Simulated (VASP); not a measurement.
Here is a VASP 6.6.1 calculation.

INCAR

```
SYSTEM = VSi2
PREC = Accurate
ENCUT = 600
EDIFF = 1E-7
ISMEAR = 0
SIGMA = 0.1
LREAL = .FALSE.
LASPH = .TRUE.
NELM = 100
ALGO = Normal
ISIF = 3
LWAVE = .FALSE.
LCHARG = .FALSE.
GGA = PE
IBRION = 2
NSW = 90
EDIFFG = -0.04
```

Contents of KPOINTS:

```
regular mesh
0
G
  6 6 6
  0 0 0
```

POSCAR

```
VSi2
1.0
   -1.9690831917      1.9690831917      4.9494999963
    1.9690831917     -1.9690831917      4.9494999963
    1.9690831917      1.9690831917     -4.9494999963
V Si
2 4
Direct
    0.0000000000      0.0000000000      0.0000000000
    0.7500000000      0.2500000000      0.5000000000
    0.2066000000      0.2066000000      0.0000000000
    0.9566000000      0.4566000000      0.5000000000
    0.5434000000      0.0434000000      0.5000000000
    0.7934000000      0.7934000000      0.0000000000
```

Potentials or basis: VASP PAW PBE potentials, release 64 (V_sv, Si).

Run with:

```sh
$ cat potpaw_PBE.64/V_sv/POTCAR potpaw_PBE.64/Si/POTCAR > POTCAR
$ mpirun -np 1 vasp_std > vasp.out
```

(1) Predict the band gap on the k mesh.

(2) Predict the space group after relaxing (to 0.05 Å).

(3) Predict the relaxed cell.

(4) Estimate the relaxed volume.

Results:

(1) zero (band 21 reaches 9.11 eV, above the bottom of band 22 at 8.50 eV).

(2) I4_1/amd (No. 141).

(3) a = 5.248 Å, b = 5.248 Å, c = 5.248 Å, α = 125.75°, β = 125.75°, γ = 80.30°.

(4) 15.31 Å³/atom.

Caveat: the k points lie up to 0.31 Å⁻¹ apart in the final cell; the volume moved by over 15 % at a fixed basis, so the end points are rough.
